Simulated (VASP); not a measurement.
Mg31O32 (a cell with a defect): single point with PBEsol

System: Mg31O32 (a cell with a defect).

```
CELL_PARAMETERS angstrom
8.42881 0.00000 0.00000
0.00000 8.42881 0.00000
0.00000 0.00000 8.42881
ATOMIC_POSITIONS crystal
O 0.24878 0.00013 0.99967
O 0.24718 0.00009 0.49965
O 0.24722 0.50013 0.99960
O 0.23491 0.50015 0.49967
O 0.75124 0.00010 0.99960
O 0.75279 0.00018 0.49958
O 0.75279 0.50010 0.99962
O 0.76505 0.50006 0.49958
O 0.00002 0.24889 0.99958
O 0.00001 0.24731 0.49964
O 0.00002 0.75130 0.99961
O 0.99991 0.75291 0.49959
O 0.50001 0.24733 0.99967
O 0.49996 0.23504 0.49961
O 0.50000 0.75293 0.99961
O 0.50001 0.76520 0.49964
O 0.99999 0.00014 0.24840
O 0.99999 0.00009 0.75085
O 0.00005 0.50009 0.24682
O 0.99994 0.50010 0.75240
O 0.50001 0.00008 0.24681
O 0.49999 0.00014 0.75243
O 0.50001 0.50014 0.23453
O 0.49999 0.50012 0.76470
O 0.24971 0.24981 0.24932
O 0.24968 0.24981 0.74997
O 0.24971 0.75043 0.24934
O 0.24964 0.75042 0.74994
O 0.75033 0.24979 0.24929
O 0.75030 0.24976 0.74994
O 0.75031 0.75040 0.24931
O 0.75029 0.75044 0.74989
Mg 0.00004 0.00007 0.99964
Mg 0.99999 0.00011 0.49960
Mg 0.99996 0.50013 0.99961
Mg 0.99997 0.50008 0.49970
Mg 0.50000 0.00015 0.99963
Mg 0.49998 0.00012 0.49961
Mg 0.50004 0.50008 0.99963
Mg 0.25163 0.25181 0.99968
Mg 0.25687 0.25702 0.49968
Mg 0.25163 0.74844 0.99964
Mg 0.25694 0.74323 0.49964
Mg 0.74839 0.25175 0.99960
Mg 0.74315 0.25685 0.49962
Mg 0.74835 0.74842 0.99959
Mg 0.74310 0.74321 0.49957
Mg 0.25163 0.00016 0.25131
Mg 0.25160 0.00009 0.74798
Mg 0.25693 0.50016 0.25654
Mg 0.25686 0.50013 0.74287
Mg 0.74838 0.00013 0.25122
Mg 0.74840 0.00006 0.74796
Mg 0.74308 0.50010 0.25652
Mg 0.74306 0.50006 0.74270
Mg 0.00000 0.25182 0.25128
Mg 0.00001 0.25173 0.74800
Mg 0.00000 0.74838 0.25134
Mg 0.99999 0.74843 0.74791
Mg 0.50001 0.25698 0.25649
Mg 0.49999 0.25690 0.74279
Mg 0.49999 0.74338 0.25640
Mg 0.50001 0.74330 0.74279
```

| Quantity | Value |
| --- | --- |
| Program | VASP 6.6.1 |
| Task | single point |
| Functional | PBEsol |
| Potentials or basis | VASP PAW PBE potentials, release 64 (O, Mg) |
| Cutoff | 520 eV |
| k mesh | 1 × 1 × 1, shifted |
| Occupations | fermi-dirac, width 0.05 eV |
| Spin | no spin polarisation |

| Item | Value |
| --- | --- |
| Largest force | 0.022 eV/Å |

Forces in eV/Å, atoms in the order of the input:
```
O   -0.004  0.000 -0.003
O    0.005  0.001  0.001
O    0.003 -0.002  0.004
O    0.017 -0.002 -0.002
O    0.003 -0.001  0.000
O   -0.005 -0.005  0.003
O   -0.004 -0.001  0.001
O   -0.017  0.001  0.000
O   -0.001 -0.003  0.002
O    0.001  0.003  0.001
O   -0.002  0.005  0.000
O    0.005 -0.006  0.004
O   -0.001  0.003 -0.001
O    0.002  0.017 -0.001
O    0.000 -0.006  0.001
O    0.000 -0.013 -0.004
O    0.001 -0.003 -0.005
O    0.001  0.002  0.004
O   -0.002  0.002  0.009
O    0.002 -0.001  0.001
O    0.000  0.004  0.009
O    0.000 -0.002 -0.001
O   -0.001 -0.002  0.013
O    0.001  0.000 -0.017
O    0.003  0.005  0.002
O    0.008  0.006 -0.006
O    0.002 -0.002 -0.001
O    0.007 -0.002 -0.006
O   -0.005  0.003  0.000
O   -0.007  0.007 -0.006
O   -0.004 -0.001 -0.001
O   -0.003 -0.007 -0.005
Mg  -0.002  0.001  0.001
Mg   0.001 -0.001  0.001
Mg   0.003 -0.001  0.001
Mg   0.002  0.000 -0.004
Mg   0.000 -0.002 -0.001
Mg   0.001 -0.001  0.002
Mg  -0.001  0.002 -0.001
Mg   0.005 -0.001 -0.002
Mg  -0.015 -0.015 -0.003
Mg   0.004 -0.002  0.001
Mg  -0.018  0.014  0.000
Mg  -0.004  0.003  0.002
Mg   0.012 -0.007  0.000
Mg  -0.002 -0.001  0.003
Mg   0.013  0.015  0.002
Mg   0.003 -0.003  0.003
Mg   0.005  0.000  0.000
Mg  -0.016 -0.002 -0.015
Mg  -0.014 -0.001  0.008
Mg  -0.003 -0.002  0.006
Mg  -0.007  0.003 -0.001
Mg   0.015  0.000 -0.015
Mg   0.016  0.002  0.015
Mg   0.001  0.000  0.004
Mg  -0.001  0.005 -0.003
Mg   0.000  0.001 -0.001
Mg  -0.001 -0.002  0.002
Mg   0.000 -0.013 -0.013
Mg   0.000 -0.010  0.012
Mg   0.001  0.007 -0.010
Mg  -0.001  0.012  0.013
```

Levels at points of the mesh, in eV from the Fermi level:
```csv
k point,band 125,band 126,band 127,band 128,band 129,band 130,band 131,band 132
"(0.25, 0.25, 0.25)",-1.38,-1.38,-1.25,-1.25,4.23,5.81,5.81,5.85
```

Wall time 23 min on 1 thread of Intel Xeon 8259CL, with other jobs on the host, peak memory 0.7 GiB.

Caveat: the cell carries a net charge on a neutralising background, which shifts energy and pressure; the cell is charged against a uniform background, so pressure and absolute levels hang on convention; the PAW data sets were made with another functional, which shifts forces and pressure a little.
